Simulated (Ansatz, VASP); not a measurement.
CsSi2: VASP beside Ansatz

```xyz
3
Lattice="0.0000 3.7311 3.7311 3.7311 0.0000 3.7311 3.7311 3.7311 0.0000" Properties=species:S:1:pos:R:3 pbc="T T T"
Cs    0.0000    0.0000    0.0000
Si    1.8655    1.8655    1.8655
Si    5.5966    5.5966    5.5966
```

Alike in both runs: functional PBE; k mesh 4 × 4 × 4; occupations gaussian, width 0.1 eV; no spin polarisation.

Ansatz relaxed the structure, and its values are those at the end. VASP's run is a single point on that final structure, the one shown.

|  | VASP | Ansatz |
| --- | --- | --- |
| version | VASP 6.6.1 | Ansatz 0.2.0 |
| potentials or method | VASP PAW PBE potentials, release 64 (Cs_sv, Si), cutoff 520 eV | scalar-relativistic, plane waves, PAW |
| valence electrons in the cell | 17 | 17 |

```csv
,VASP,Ansatz,Ansatz less VASP
gap on the k mesh at the Fermi level (eV),none,none,-
pressure (GPa),0.3,0.2,-0.04
```

A gap of «none» marks a metal or a gap that the smearing closes.

The k mesh is coarse, so the values compare programs but aren't converged. Spin-orbit coupling is off throughout.
